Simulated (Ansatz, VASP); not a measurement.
PbS: VASP beside Ansatz

The input INCAR:

```
  ALGO = Normal
  EDIFF = 1E-6
  ENCUT = 520
  ISIF = 2
  ISMEAR = -1
  LASPH = T
  LCHARG = F
  LREAL = F
  LWAVE = F
  NBANDS = 28
  NELM = 60
  PREC = Accurate
  SIGMA = 0.05
```

KPOINTS

```
k-points
0
Gamma
  7 7 6
```

File POSCAR:

```
PbS
1.0
    2.0374927668     -5.8689911821      0.0000000000
    2.0374927668      5.8689911821      0.0000000000
    0.0000000000      0.0000000000      4.1919633476
Pb S
2 2
Direct
    0.1305633500      0.8694366500      0.2500000000
    0.8694366500      0.1305633500      0.7500000000
    0.3547970900      0.6452029100      0.2500000000
    0.6452029100      0.3547970900      0.7500000000
```

The input input.yaml:

```yaml
crystal:
  lattice:
    - [2.0374927668, -5.8689911821, 0.0]
    - [2.0374927668, 5.8689911821, 0.0]
    - [0.0, 0.0, 4.1919633476]
  atoms:
    - { symbol: Pb, position: [0.13056335, 0.86943665, 0.25] }
    - { symbol: Pb, position: [0.86943665, 0.13056335, 0.75] }
    - { symbol: S, position: [0.35479709, 0.64520291, 0.25] }
    - { symbol: S, position: [0.64520291, 0.35479709, 0.75] }
hamiltonian:
  xc: lda
  pseudopotentials: { kind: paw }
kpoints:
  mp_grid: { grid: [7, 7, 6] }
scf:
  occupations: { method: fermi_dirac, width: 0.05 }
output:
  forces: true
  stress: true
  eigenvalues: true
```

Alike in both runs: task single point; functional LDA; k mesh 7 × 7 × 6; occupations fermi-dirac, width 0.05 eV; no spin polarisation.

|  | VASP | Ansatz |
| --- | --- | --- |
| version | VASP 6.6.1 | Ansatz 0.2.0 |
| potentials or method | VASP PAW LDA potentials, release 64 (Pb_d, S) | Ansatz PAW |
| plane-wave cutoff (eV) | 520 | 420 |
| valence electrons in the cell | 40 | 40 |

Ansatz gave:

| Item | Value |
| --- | --- |
| gap on the k mesh at the Fermi level (eV) | 0.98 |
| least direct gap on the mesh (eV) | 1.28 |
| pressure (GPa) | -0.1 |
| traceless stress, the component that is largest in VASP (GPa) | 0.38 |
| rms of the force components (eV/Å) | 0.140 |

Question: Which values does VASP return?

Answer: gap on the k mesh at the Fermi level (eV): 0.96; least direct gap on the mesh (eV): 1.26; pressure (GPa): -0.1; traceless stress, the component that is largest in VASP (GPa): 0.35; rms of the force components (eV/Å): 0.146.

LDA's correlation is that of Perdew and Zunger in VASP and of Perdew and Wang (1992) in Ansatz. Atom by atom the forces differ by 0.006 eV/Å (rms over components).

Neither program's run includes spin-orbit coupling. Noted on Ansatz's run: odd divisions of the mesh miss points on the zone boundary, where band edges often lie, so the gap on the mesh can be too wide.
